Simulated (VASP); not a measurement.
# ZnS (P6_3mc) in VASP: notebook, part 2 of 2

VASP 6.6.1. Earlier steps stand in the parts before.

**3. Single point, r2SCAN**

This run uses another cell than the first one, of the same volume but with other edges.

POSCAR

```
ZnS
1.0
    3.4918669901      0.0000000000      0.0000000000
   -1.7459334950      3.0240455200      0.0000000000
    0.0000000000      0.0000000000      7.4255569427
Zn S
2 2
Direct
    0.3333333333      0.6666666667      0.0000000000
    0.6666666667      0.3333333333      0.5000000000
    0.3333333333      0.6666666667      0.3850000000
    0.6666666667      0.3333333333      0.8850000000
```

INCAR.step1

```
SYSTEM = ZnS
PREC     = Accurate       ! precision mode
ENCUT    = 520            ! plane-wave cutoff, eV
ISMEAR   = 0              ! smearing method
SIGMA    = 0.05           ! smearing width, eV
LREAL    = .False.        ! projectors in reciprocal space
LASPH    = .True.         ! aspherical terms in the spheres
NELM     = 60             ! most SCF steps
NBANDS   = 26             ! bands
GGA      = PE             ! functional
ALGO     = Normal         ! electronic algorithm
EDIFF    = 1E-4           ! SCF threshold, eV
LWAVE    = .True.         ! write WAVECAR
LCHARG   = .False.        ! write CHGCAR
```

INCAR.step2

```
SYSTEM = ZnS
PREC     = Accurate       ! precision mode
ENCUT    = 520            ! plane-wave cutoff, eV
EDIFF    = 1E-6           ! SCF threshold, eV
ISMEAR   = 0              ! smearing method
SIGMA    = 0.05           ! smearing width, eV
LREAL    = .False.        ! projectors in reciprocal space
LASPH    = .True.         ! aspherical terms in the spheres
NELM     = 60             ! most SCF steps
ALGO     = Normal         ! electronic algorithm
ISIF     = 2              ! what is computed and relaxed
LWAVE    = .False.        ! write WAVECAR
LCHARG   = .False.        ! write CHGCAR
METAGGA  = R2SCAN         ! meta-GGA
LMIXTAU  = .True.       
NBANDS   = 26             ! bands
ISTART   = 1
```

KPOINTS

```
regular mesh
0
Gamma
  12 12 4
  0 0 0
```

Potentials or basis: VASP PAW PBE potentials, release 64 (Zn, S).

Command:

```
$ cat potpaw_PBE.64/Zn/POTCAR potpaw_PBE.64/S/POTCAR > POTCAR
$ cp INCAR.step1 INCAR
$ mpirun -np 1 vasp_std > vasp.out
$ cp INCAR.step2 INCAR
$ mpirun -np 1 vasp_std > vasp.out
```

OUTCAR:

```text
SYSTEM = ZnS
   PREC = Accurate
   ENCUT = 520
   EDIFF = 1E-6
   ISMEAR = 0
   LREAL = .False.
   LASPH = .True.
   NELM = 60
   ISIF = 2
   METAGGA = R2SCAN
   ISTART = 1

 ion  position               nearest neighbor table
   1  0.333  0.667  0.000-   4 2.19   4 2.19   4 2.19   3 2.86
   2  0.667  0.333  0.500-   3 2.19   3 2.19   3 2.19   4 2.86
   3  0.333  0.667  0.385-   2 2.19   2 2.19   2 2.19   1 2.86
   4  0.667  0.333  0.885-   1 2.19   1 2.19   1 2.19   2 2.86

  LATTYP: Found a hexagonal cell.
 ALAT       =     3.4918669901
 C/A-ratio  =     2.1265291501

  Lattice vectors:

 A1 = (   3.4918669901,   0.0000000000,   0.0000000000)
 A2 = (  -1.7459334950,   3.0240455200,   0.0000000000)
 A3 = (   0.0000000000,   0.0000000000,   7.4255569427)

Analysis of symmetry for initial positions (statically):
=====================================================================
 Subroutine PRICEL returns:
 Original cell was already a primitive cell.

 Routine SETGRP: Setting up the symmetry group for a
 hexagonal supercell.

 Subroutine GETGRP returns: Found 12 space group operations
 (whereof  6 operations were pure point group operations)
 out of a pool of 24 trial point group operations.

The static configuration has the point symmetry C_3v.
 The point group associated with its full space group is C_6v.

Analysis of symmetry for dynamics (positions and initial velocities):
=====================================================================
 Subroutine PRICEL returns:
 Original cell was already a primitive cell.

 Routine SETGRP: Setting up the symmetry group for a
 hexagonal supercell.

 Subroutine GETGRP returns: Found 12 space group operations
 (whereof  6 operations were pure point group operations)
 out of a pool of 24 trial point group operations.

The dynamic configuration has the point symmetry C_3v.
 The point group associated with its full space group is C_6v.

 Subroutine INISYM returns: Found 12 space group operations
 (whereof  6 operations are pure point group operations),
[... 120 lines left out ...]
     AMIX_MAG =   1.60;   BMIX_MAG =  1.00
  volume/ion in A,a.u.               =      19.60       132.29
  Fermi-wavevector in a.u.,A,eV,Ry     =   1.262944  2.386617 21.701656  1.595027
  Thomas-Fermi vector in A             =   2.396326
   LORBIT       =      0    0 simple, 1 ext, 2 COOP (PROOUT), +10 PAW based schemes
   METAGGA = R2SCAN    functional components
   LHFCALC =     F    Hartree Fock is set to
   AEXX    =    0.0000 exact exchange contribution
   IVDW    =     0    specifies the selected vdW correction
   LEPSILON=     F    determine dielectric tensor
   LRPA    =     F    only Hartree local field effects (RPA)
 non-spin polarized calculation
 Gauss-broadening in eV      SIGMA  =   0.05
  energy-cutoff  :      520.00
  volume of cell :       78.41
 maximum number of plane-waves:      2164
 NGX is ok and might be reduce to    28

 number of electron      36.0000031 magnetization

 Free energy of the ion-electron system (eV)
  ---------------------------------------------------
  ext. energy  EPLUGINS =         0.00000000
  ---------------------------------------------------
  free energy    TOTEN  =       -36.31822518 eV

  energy without entropy =      -36.31822518  energy(sigma->0) =      -36.31822518

 E-fermi :   2.7111     XC(G=0): -10.2459

 val. band max:        2.4698391595   @ k =   0.0000   0.0000   0.0000
 cond. band min:       3.7318159696   @ k =   0.0000   0.0000   0.0000
 fundamental gap:      1.2619768101
 Fermi energy:         2.7110955270

 k-point     1 :       0.0000    0.0000    0.0000
  band No.  band energies     occupation
      1     -12.0876      2.00000
      2     -11.6900      2.00000
      3      -4.9166      2.00000
      4      -4.9165      2.00000
      5      -4.8914      2.00000
      6      -4.8913      2.00000
[... 685 lines left out ...]
     25      11.7716      0.00000
     26      12.9868      0.00000

 [... further k-points ...]

------------------------ aborting loop because EDIFF is reached ----------------------------------------

  FORCE on cell =-STRESS in cart. coord.  units (eV):
  Direction    XX          YY          ZZ          XY          YZ          ZX
  --------------------------------------------------------------------------------------
  -------------------------------------------------------------------------------------
  Total        9.2999037      9.2999037     -4.4788728      0.0000000     -0.0000000      0.0000000
  in kB      190.0264181    190.0264181    -91.5175233      0.0000000     -0.0000000      0.0000000
  external PRESSURE =      96.1784376 kB  Pullay stress =       0.0000000 kB

 VOLUME and BASIS-vectors are now :
 -----------------------------------------------------------------------------
  energy-cutoff  :      520.00
  volume of cell :       78.41
      direct lattice vectors                 reciprocal lattice vectors
     3.491866990  0.000000000  0.000000000     0.286379751  0.165341426  0.000000000
    -1.745933495  3.024045520  0.000000000     0.000000000  0.330682853  0.000000000
     0.000000000  0.000000000  7.425556943     0.000000000  0.000000000  0.134670033

 POSITION                                       TOTAL-FORCE (eV/Angst)
 -----------------------------------------------------------------------------------
     -0.00000      2.01603      0.00000        -0.000000      0.000000      0.715467
      1.74593      1.00802      3.71278         0.000000      0.000000      0.715467
     -0.00000      2.01603      2.85884         0.000000     -0.000000     -0.715467
      1.74593      1.00802      6.57162         0.000000      0.000000     -0.715467
 -----------------------------------------------------------------------------------
    total drift:                               -0.000000     -0.000000     -0.004797

  FREE ENERGIE OF THE ION-ELECTRON SYSTEM (eV)
  ---------------------------------------------------
  free  energy   TOTEN  =       -36.3182251828 eV

  energy  without entropy=      -36.3182251828  energy(sigma->0) =      -36.31822518
```

Run time: 3.6 min. Hardware: 1 thread of AMD EPYC 9R45 (Zen 5), shared host; peak memory 0.24 GiB.

Results:

| Quantity | Value |
| --- | --- |
| Free energy | -36.3182 eV |
| Pressure | 9.6 GPa |
| Largest force | 0.715 eV/Å |
| Band gap on the k mesh | 1.26 eV |

Forces in eV/Å, atoms in the order of the input:
```
Zn   0.000  0.000  0.715
Zn   0.000  0.000  0.715
S    0.000  0.000 -0.715
S    0.000  0.000 -0.715
```

Caveat: the cell stands under pressure; the PAW data sets were made with another functional, which shifts forces and pressure a little.
